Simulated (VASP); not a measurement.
A run of VASP 6.6.1 is set up as follows.

File INCAR:

```
SYSTEM = BeTe
ALGO = Normal ; EDIFF = 1E-6
ENCUT = 520 ; GGA = PS
GGA_COMPAT = .False. ; ISIF = 2
ISMEAR = 0 ; LASPH = .True.
LCHARG = .False. ; LORBIT = 11
LORBMOM = .True. ; LREAL = .False.
LSORBIT = .True. ; LWAVE = .False.
MAGMOM = 0 0 0 0 0 0 ; NBANDS = 20
NELM = 150 ; PREC = Accurate
SIGMA = 0.01
```

Contents of KPOINTS:

```
k-points
0
Gamma
  8 8 8
  0 0 0
```

File POSCAR:

```
BeTe
1.0
    2.7740587280      2.7740587280      0.0000000000
   -2.7740587280      2.7740587280      0.0000000000
    0.0000000000      2.7740587280      2.7740587280
Be Te
1 1
Direct
    0.0000000000      0.0000000000      0.0000000000
    0.7500000000      0.2500000000      0.5000000000
```

Potentials or basis: VASP PAW PBE potentials, release 64 (Be, Te).

Command:

```sh
$ cat potpaw_PBE.64/Be/POTCAR potpaw_PBE.64/Te/POTCAR > POTCAR
$ mpirun -np 1 vasp_ncl > vasp.out
```

Task: Predict the pressure.

Result: 2.3 GPa.

Task: What does it give for the net moment?

Result: 0.00 μB per cell.

Moments on the atoms (μB; x, y, z):
```
Be  0.00 0.00 0.00
Te  0.00 0.00 0.00
```

Caveat: the PAW data sets were made with another functional, which shifts forces and pressure a little.
